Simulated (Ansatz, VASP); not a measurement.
# Two plane-wave programs on RbCl

```
CELL_PARAMETERS angstrom
0.00000 3.30871 3.30871
3.30871 0.00000 3.30871
3.30871 3.30871 0.00000
ATOMIC_POSITIONS crystal
Rb 0.00000 0.00000 0.00000
Cl 0.50000 0.50000 0.50000
```

Alike in both runs: task single point; functional PBEsol; k mesh 4 × 4 × 4; no spin polarisation.

```csv
,VASP,Ansatz
version,VASP 6.6.1,Ansatz 0.2.0
potentials or method,"VASP PAW PBE potentials, release 64 (Rb_sv, Cl), cutoff 500 eV","scalar-relativistic, plane waves, PAW"
occupations,"gaussian, width 0.1 eV",gaussian
valence electrons in the cell,16,16
```

|  | VASP | Ansatz | Ansatz less VASP |
| --- | --- | --- | --- |
| gap on the k mesh at the Fermi level (eV) | 4.80 | 4.80 | +0.003 |
| least direct gap on the mesh (eV) | 4.80 | 4.80 | +0.003 |
| pressure (GPa) | -0.5 | -0.5 | -0.01 |

VASP's potentials were made for PBE, not for PBEsol.
